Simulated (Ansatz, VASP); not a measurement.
# Pt9Rh7: VASP beside Ansatz

```xyz
16
Lattice="-3.9068 3.9064 -3.9052 3.9063 3.9064 3.9057 3.9066 -3.9069 -3.9055" Properties=species:S:1:pos:R:3 pbc="T T T"
Rh    1.9585    1.9758   -3.8941
Rh    3.8801    1.9568   -1.9723
Rh    0.0146    1.9356   -1.9510
Rh    1.9567    3.8570   -1.9714
Rh    3.8789    3.8988    3.8966
Rh    1.9372    1.9539   -0.0292
Rh    5.8636   -0.0045   -1.9514
Pt    5.8624    1.9208   -0.0247
Pt    0.0111    1.9378   -5.8750
Pt    3.8832    3.8986   -0.0087
Pt    1.9396    0.0261   -1.9544
Pt    0.0119    3.8985   -3.9143
Pt    1.9397    5.8440    0.0076
Pt   -0.0229    5.8611   -1.9533
Pt    1.9393   -0.0062   -5.8749
Pt    0.0130    3.8986   -0.0088
```

Alike in both runs: functional PBE; k mesh 3 × 3 × 3; occupations gaussian, width 0.1 eV; no spin polarisation.

Ansatz relaxed the structure, and its values are those at the end. VASP's run is a single point on that final structure, the one shown.

```csv
,VASP,Ansatz
version,VASP 6.6.1,Ansatz 0.2.0
potentials or method,"VASP PAW PBE potentials, release 64 (Rh_pv, Pt), cutoff 520 eV","scalar-relativistic, plane waves, PAW"
valence electrons in the cell,195,281
```

Ansatz gave:

| Quantity | Value |
| --- | --- |
| gap on the k mesh at the Fermi level (eV) | none |
| pressure (GPa) | 0.2 |
| rms of the force components (eV/Å) | 0.001 |

Problem. Estimate VASP's values.

Solution. gap on the k mesh at the Fermi level (eV): none; pressure (GPa): -0.1; rms of the force components (eV/Å): 0.003.

A gap of «none» marks a metal or a gap that the smearing closes. With one functional, cell and mesh, what is left measures potentials, basis and numerics. VASP's potentials hold 195 valence electrons a cell and Ansatz's 281, so a difference there can come from the potentials and not from the codes.

The k mesh is coarse, so the values compare programs but aren't converged. Spin-orbit coupling is off throughout.
